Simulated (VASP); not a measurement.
# Zr2AlN3 (P3m1) in VASP: further runs

Runs on Zr2AlN3. Level: PBE. Tasks: single point, relaxation of cell and atoms.

All numbers are computed with VASP 6.6.1; they aren't measurements. Logs are shortened: lines on timing, memory, paths and dates and some standing lists are left out, and cuts for length are marked.

**1. The cell of the first run**

The structure is trigonal, space group P3m1 (No. 156). Conventional cell: a = 3.358 Å, b = 3.358 Å, c = 8.225 Å, α = 90.00°, β = 90.00°, γ = 120.00°. Zr (site symmetry 3m) has 4 N at 2.06 Å within 2.7 Å. Within 2.7 Å of Zr (site symmetry 3m) lie 4 N at 2.06 Å. Al (site symmetry 3m) has 4 N at 2.06 Å within 2.7 Å. N (site symmetry 3m) has 4 Zr at 2.06 Å within 2.7 Å. Within 2.7 Å of N (site symmetry 3m) lie 3 Zr at 2.06 Å and 1 Al at 2.06 Å. N (site symmetry 3m) has 3 Al at 2.06 Å and 1 Zr at 2.06 Å within 2.7 Å.

**2. Single point, PBE**

The input, INCAR:

```
PREC = Accurate
ENCUT = 600
EDIFF = 1E-6
ISMEAR = 0
SIGMA = 0.1
LREAL = False
LASPH = True
NELM = 120
ALGO = Normal
ISIF = 2
LWAVE = False
LCHARG = False
GGA = PE
NBANDS = 30
GGA_COMPAT = False
```

The input, KPOINTS:

```
regular mesh
0
Gamma
  6 6 2
```

The input, POSCAR:

```
Zr2AlN3
1.0
    3.3576657200      0.0000000000      0.0000000000
   -1.6788328600      2.9078238100      0.0000000000
    0.0000000000      0.0000000000      8.2245677400
Zr Al N
2 1 3
Direct
    0.0000000000      0.0000000000      0.0000000000
    0.3333333300      0.6666666700      0.6666666700
    0.6666666700      0.3333333300      0.3333333300
    0.3333333300      0.6666666700      0.9166666700
    0.6666666700      0.3333333300      0.5833333300
    0.0000000000      0.0000000000      0.2500000000
```

Potentials or basis: VASP PAW PBE potentials, release 64 (Zr_sv, Al, N).

Started as:

```bash
cat potpaw_PBE.64/Zr_sv/POTCAR potpaw_PBE.64/Al/POTCAR potpaw_PBE.64/N/POTCAR > POTCAR
mpirun -np 1 vasp_std > vasp.out
```

OUTCAR:

```text
PREC = Accurate
   ENCUT = 600
   EDIFF = 1E-6
   ISMEAR = 0
   LREAL = False
   LASPH = True
   NELM = 120
   ISIF = 2
   GGA = PE

 ion  position               nearest neighbor table
   1  0.000  0.000  0.000-   4 2.06   4 2.06   6 2.06   4 2.06   3 3.36   2 3.36   3 3.36   2 3.36
                             2 3.36   3 3.36
   2  0.333  0.667  0.667-   5 2.06   4 2.06   5 2.06   5 2.06   1 3.36   1 3.36   1 3.36   3 3.36
                             3 3.36   3 3.36
   3  0.667  0.333  0.333-   6 2.06   6 2.06   5 2.06   6 2.06   1 3.36   1 3.36   1 3.36   2 3.36
                             2 3.36   2 3.36
   4  0.333  0.667  0.917-   1 2.06   1 2.06   2 2.06   1 2.06
   5  0.667  0.333  0.583-   2 2.06   3 2.06   2 2.06   2 2.06
   6  0.000  0.000  0.250-   3 2.06   3 2.06   1 2.06   3 2.06

  LATTYP: Found a hexagonal cell.
 ALAT       =     3.3576657200
 C/A-ratio  =     2.4494897425

  Lattice vectors:

 A1 = (   3.3576657200,   0.0000000000,   0.0000000000)
 A2 = (  -1.6788328600,   2.9078238100,   0.0000000000)
 A3 = (   0.0000000000,   0.0000000000,   8.2245677400)

Analysis of symmetry for initial positions (statically):
=====================================================================
 Subroutine PRICEL returns:
 Original cell was already a primitive cell.

 Routine SETGRP: Setting up the symmetry group for a
 hexagonal supercell.

 Subroutine GETGRP returns: Found  6 space group operations
 (whereof  6 operations were pure point group operations)
 out of a pool of 24 trial point group operations.

The static configuration has the point symmetry C_3v.

Analysis of symmetry for dynamics (positions and initial velocities):
=====================================================================
 Subroutine PRICEL returns:
 Original cell was already a primitive cell.

 Routine SETGRP: Setting up the symmetry group for a
 hexagonal supercell.

 Subroutine GETGRP returns: Found  6 space group operations
 (whereof  6 operations were pure point group operations)
 out of a pool of 24 trial point group operations.

The dynamic configuration has the point symmetry C_3v.

 Subroutine INISYM returns: Found  6 space group operations
 (whereof  6 operations are pure point group operations),
 and found     1 'primitive' translations

----------------------------------------------------------------------------------------

                                     Primitive cell

  volume of cell :      80.3006

  direct lattice vectors                    reciprocal lattice vectors
     3.357665720  0.000000000  0.000000000     0.297825955  0.171949895  0.000000000
    -1.678832860  2.907823810  0.000000000     0.000000000  0.343899791  0.000000000
     0.000000000  0.000000000  8.224567740     0.000000000  0.000000000  0.121586937

  length of vectors
     3.357665720  3.357665719  8.224567740     0.343899791  0.343899791  0.121586937

  position of ions in fractional coordinates (direct lattice)
     0.000000000  0.000000000  0.000000000
     0.333333330  0.666666670  0.666666670
     0.666666670  0.333333330  0.333333330
     0.333333330  0.666666670  0.916666670
     0.666666670  0.333333330  0.583333330
     0.000000000  0.000000000  0.250000000

  ion indices of the primitive-cell ions
   primitive index   ion index
                 1           1
                 2           2
                 3           3
                 4           4
                 5           5
                 6           6

----------------------------------------------------------------------------------------

 KPOINTS: regular mesh

Automatic generation of k-mesh.
 Grid dimensions read from file:
 generate k-points for:    6    6    2

 Generating k-lattice:

  Cartesian coordinates                     Fractional coordinates (reciprocal lattice)
     0.049637659  0.028658316  0.000000000     0.166666667  0.000000000  0.000000000
     0.000000000  0.057316632  0.000000000     0.000000000  0.166666667  0.000000000
     0.000000000  0.000000000  0.060793469     0.000000000  0.000000000  0.500000000

  Length of vectors
     0.057316632  0.057316632  0.060793469

  Shift w.r.t. Gamma in fractional coordinates (k-lattice)
     0.000000000  0.000000000  0.000000000

 Subroutine IBZKPT returns following result:
 ===========================================

 Found     14 irreducible k-points:

 Following reciprocal coordinates:
            Coordinates               Weight
  0.000000  0.000000  0.000000      1.000000
  0.166667  0.000000  0.000000      6.000000
  0.333333  0.000000  0.000000      6.000000
  0.500000  0.000000  0.000000      3.000000
  0.166667  0.166667  0.000000      6.000000
  0.333333  0.166667  0.000000     12.000000
  0.333333  0.333333  0.000000      2.000000
  0.000000  0.000000  0.500000      1.000000
  0.166667  0.000000  0.500000      6.000000
  0.333333  0.000000  0.500000      6.000000
  0.500000  0.000000  0.500000      3.000000
  0.166667  0.166667  0.500000      6.000000
  0.333333  0.166667  0.500000     12.000000
  0.333333  0.333333  0.500000      2.000000
   k-points           NKPTS =     14   k-points in BZ     NKDIM =     14   number of bands    NBANDS=     30
   number of dos      NEDOS =    301   number of ions     NIONS =      6
   total plane-waves  NPLWV =  54880
   dimension x,y,z NGX =    28 NGY =   28 NGZ =   70
   dimension x,y,z NGXF=    56 NGYF=   56 NGZF=  140
   ions per type =               2   1   3
   NGX,Y,Z   is equivalent  to a cutoff of  13.86, 13.86, 14.15 a.u.
   NGXF,Y,Z  is equivalent  to a cutoff of  27.73, 27.73, 28.30 a.u.
 SYSTEM =  unknown system
   PREC   = accura    normal or accurate (medium, high low for compatibility)
   ISTART =      0    job   : 0-new  1-cont  2-samecut
   ICHARG =      2    charge: 1-file 2-atom 10-const
   ISPIN  =      1    spin polarized calculation?
   LNONCOLLINEAR =      F non collinear calculations
   LSORBIT =      F    spin-orbit coupling
   LASPH  =      T    aspherical Exc in radial PAW
   ENCUT  =  600.0 eV  44.10 Ry    6.64 a.u.   6.71  6.71 16.43*2*pi/ulx,y,z
   NELM   =    120;   NELMIN=  2; NELMDL= -5     # of ELM steps
   EDIFF  = 0.1E-05   stopping-criterion for ELM
   LREAL  =      F    real-space projection
   EDIFFG = 0.1E-04   stopping-criterion for IOM
   NSW    =      0    number of steps for IOM
   IBRION =     -1    ionic relax: 0-MD 1-quasi-New 2-CG
   NFREE  =      0    steps in history (QN), initial steepest desc. (CG)
   ISIF   =      2    stress and relaxation
   ISYM   =      2    0-nonsym 1-usesym 2-fastsym
   POTIM  = 0.5000    time-step for ionic-motion
   TEBEG  =    0.0;   TEEND  =   0.0 temperature during run
   PSTRESS=    0.0 pullay stress
   NELECT =      42.0000    total number of electrons
   NUPDOWN=      -1.0000    fix difference up-down
   EMIN   =  10.00;   EMAX   =-10.00  energy-range for DOS
   EFERMI =   0.00;   METHOD = LEGACY
   ISMEAR =     0;   SIGMA  =   0.10  broadening in eV -4-tet -1-fermi 0-gaus
   EFERMI_NEDOS =   21; number of points for ismear=-14 and -15
   IALGO  =     38    algorithm
   IMIX   =      4    mixing-type and parameters
     AMIX     =   0.40;   BMIX     =  1.00
     AMIX_MAG =   1.60;   BMIX_MAG =  1.00
  volume/ion in A,a.u.               =      13.38        90.32
  Fermi-wavevector in a.u.,A,eV,Ry     =   1.319021  2.492588 23.671640  1.739816
  Thomas-Fermi vector in A             =   2.448949
   LORBIT       =      0    0 simple, 1 ext, 2 COOP (PROOUT), +10 PAW based schemes
   GGA     = PE    functional components
   LHFCALC =     F    Hartree Fock is set to
   AEXX    =    0.0000 exact exchange contribution
   IVDW    =     0    specifies the selected vdW correction
   LEPSILON=     F    determine dielectric tensor
   LRPA    =     F    only Hartree local field effects (RPA)
 non-spin polarized calculation
 Gauss-broadening in eV      SIGMA  =   0.10
  energy-cutoff  :      600.00
  volume of cell :       80.30
 maximum number of plane-waves:      2708
 NGX is ok and might be reduce to    28
   NGX = 13   NGY = 13   NGZ = 33

 number of electron      42.0000001 magnetization

 Free energy of the ion-electron system (eV)
  ---------------------------------------------------
  ext. energy  EPLUGINS =         0.00000000
  ---------------------------------------------------
  free energy    TOTEN  =       -52.49815209 eV

  energy without entropy =      -52.48513085  energy(sigma->0) =      -52.49164147

 E-fermi :   9.3200     XC(G=0): -11.1168

 val. band max:        9.1906202211   @ k =   0.1667   0.1667   0.5000
 cond. band min:       9.3230589776   @ k =   0.3333   0.1667   0.5000
 fundamental gap:      0.1324387565
 Fermi energy:         9.3199677330

 k-point     1 :       0.0000    0.0000    0.0000
  band No.  band energies     occupation
      1     -39.9503      2.00000
      2     -39.8788      2.00000
      3     -18.5846      2.00000
      4     -18.0569      2.00000
      5     -17.8657      2.00000
      6     -17.8657      2.00000
[... 22 lines left out ...]
     29      15.0651      0.00000
     30      15.0704      0.00000

 k-point     2 :       0.1667    0.0000    0.0000
  band No.  band energies     occupation
      1     -39.9304      2.00000
      2     -39.8634      2.00000
      3     -18.5536      2.00000
      4     -18.1362      2.00000
      5     -18.0083      2.00000
      6     -17.9734      2.00000
[... 22 lines left out ...]
     29      14.9531      0.00000
     30      15.2102      0.00000

 k-point     3 :       0.3333    0.0000    0.0000
  band No.  band energies     occupation
      1     -39.8899      2.00000
      2     -39.8328      2.00000
      3     -18.6117      2.00000
      4     -18.4778      2.00000
      5     -18.2209      2.00000
      6     -18.0319      2.00000
[... 352 lines left out ...]
     29      14.3335      0.00000
     30      14.8227      0.00000

 k-point    14 :       0.3333    0.3333    0.5000
  band No.  band energies     occupation
      1     -39.8587      2.00000
      2     -39.8103      2.00000
      3     -18.6427      2.00000
      4     -18.5320      2.00000
      5     -18.3069      2.00000
      6     -18.2401      2.00000
[... 22 lines left out ...]
     29      14.8867      0.00000
     30      15.0715      0.00000

------------------------ aborting loop because EDIFF is reached ----------------------------------------

  FORCE on cell =-STRESS in cart. coord.  units (eV):
  Direction    XX          YY          ZZ          XY          YZ          ZX
  --------------------------------------------------------------------------------------
  -------------------------------------------------------------------------------------
  Total        6.0814295      6.0814295      6.5862897      0.0000000      0.0000000      0.0000000
  in kB      121.3382226    121.3382226    131.4113230      0.0000000      0.0000000      0.0000000
  external PRESSURE =     124.6959228 kB  Pullay stress =       0.0000000 kB

 VOLUME and BASIS-vectors are now :
 -----------------------------------------------------------------------------
  energy-cutoff  :      600.00
  volume of cell :       80.30
      direct lattice vectors                 reciprocal lattice vectors
     3.357665720  0.000000000  0.000000000     0.297825955  0.171949895  0.000000000
    -1.678832860  2.907823810  0.000000000     0.000000000  0.343899791  0.000000000
     0.000000000  0.000000000  8.224567740     0.000000000  0.000000000  0.121586937

 POSITION                                       TOTAL-FORCE (eV/Angst)
 -----------------------------------------------------------------------------------
      0.00000      0.00000      0.00000        -0.000000     -0.000000      0.147217
     -0.00000      1.93855      5.48305        -0.000000     -0.000000     -0.111162
      1.67883      0.96927      2.74152         0.000000     -0.000000     -0.360038
     -0.00000      1.93855      7.53919         0.000000     -0.000000     -0.099619
      1.67883      0.96927      4.79766        -0.000000     -0.000000     -2.810266
      0.00000      0.00000      2.05614         0.000000      0.000000      3.233868
 -----------------------------------------------------------------------------------
    total drift:                                0.000030     -0.000017      0.000334

  FREE ENERGIE OF THE ION-ELECTRON SYSTEM (eV)
  ---------------------------------------------------
  free  energy   TOTEN  =       -52.4981520913 eV

  energy  without entropy=      -52.4851308483  energy(sigma->0) =      -52.49164147
```

It took 33 s on 1 thread of Intel Xeon 6975P-C (Granite Rapids), shared host; peak memory 0.23 GiB.

Results:

```
Free energy            : -52.4982 eV
Pressure               : 12.5 GPa
Largest force          : 3.234 eV/Å
Band gap on the k mesh : zero (bands 21 and 22 overlap by 1.08 eV)
```

Forces in eV/Å, atoms in the order of the input:
```
Zr   0.000  0.000  0.147
Zr   0.000  0.000 -0.111
Al   0.000  0.000 -0.360
N    0.000  0.000 -0.100
N    0.000  0.000 -2.810
N    0.000  0.000  3.234
```

Stress tensor (GPa, compression positive):
```
12.13  0.00  0.00
 0.00 12.13  0.00
 0.00  0.00 13.14
```

Caveat: the k points lie up to 0.38 Å⁻¹ apart, too coarse for converged energies and pressures of a metal; forces of over 1 eV/Å act on the atoms, so gaps and moduli don't describe the material at rest.

**3. Single point, PBE**

This run uses another cell than the first one, of 13.86 Å³/atom.

The input, INCAR:

```
PREC = Accurate ; ENCUT = 600
EDIFF = 1E-6 ; ISMEAR = 0
SIGMA = 0.1 ; LREAL = False
LASPH = True ; NELM = 120
ALGO = Normal ; ISIF = 2
LWAVE = False ; LCHARG = True
GGA = PE ; LELF = True
LVHAR = True ; NBANDS = 30
GGA_COMPAT = False
```

The input, KPOINTS:

```
Automatic mesh
0
Gamma
  6 6 2
```

The input, POSCAR:

```
Zr2AlN3
1.0
    3.3878750388      0.0000000000      0.0000000000
   -1.6939375194      2.9339858484      0.0000000000
    0.0000000000      0.0000000000      8.3670239063
Zr Al N
2 1 3
Direct
    0.0000000000      0.0000000000      0.0126651274
    0.3333333333      0.6666666667      0.6606416750
    0.6666666667      0.3333333333      0.3285376021
    0.3333333333      0.6666666667      0.9135571691
    0.6666666667      0.3333333333      0.5605674839
    0.0000000000      0.0000000000      0.2740309425
```

Potentials or basis: VASP PAW PBE potentials, release 64 (Zr_sv, Al, N).

Started as:

```bash
cat potpaw_PBE.64/Zr_sv/POTCAR potpaw_PBE.64/Al/POTCAR potpaw_PBE.64/N/POTCAR > POTCAR
mpirun -np 1 vasp_std > vasp.out
```

Run time: 38 s. Hardware: 1 thread of Intel Xeon 6975P-C (Granite Rapids), shared host; peak memory 0.23 GiB.

The run converged. Its results:

```yaml
Free_energy: -53.2341 eV
Pressure: 0.2 GPa
Largest_force: 0.024 eV/Å
Band_gap_on_the_k_mesh: zero (bands 21 and 22 overlap by 0.85 eV)
```

Forces on the atoms (eV/Å):
```
Zr   0.000  0.000  0.009
Zr   0.000  0.000  0.002
Al   0.000  0.000  0.004
N    0.000  0.000 -0.008
N    0.000  0.000 -0.024
N    0.000  0.000  0.017
```

Stress tensor (GPa, compression positive):
```
0.13 0.00 0.00
0.00 0.13 0.00
0.00 0.00 0.21
```

Levels at points of the mesh, in eV from the Fermi level:
| k point | band 17 | band 18 | band 19 | band 20 | band 21 | band 22 | band 23 | band 24 | band 25 | band 26 |
| --- | --- | --- | --- | --- | --- | --- | --- | --- | --- | --- |
| (0.00, 0.00, 0.00) | -4.71 | -3.75 | -3.41 | -3.41 | -0.48 | 1.22 | 1.59 | 1.59 | 1.94 | 1.94 |
| (0.50, 0.00, 0.00) | -4.09 | -3.83 | -3.63 | -3.33 | -0.67 | 0.45 | 1.25 | 1.87 | 2.81 | 2.91 |
| (0.00, 0.00, 0.50) | -4.66 | -4.03 | -3.42 | -3.42 | -0.01 | 1.07 | 1.60 | 1.60 | 1.89 | 1.89 |
| (0.50, 0.00, 0.50) | -4.47 | -4.03 | -3.28 | -3.23 | -0.52 | -0.11 | 1.48 | 1.91 | 2.88 | 2.98 |

Caveat: the k points lie up to 0.38 Å⁻¹ apart, too coarse for converged energies and pressures of a metal.

[end of part 1 of 3]
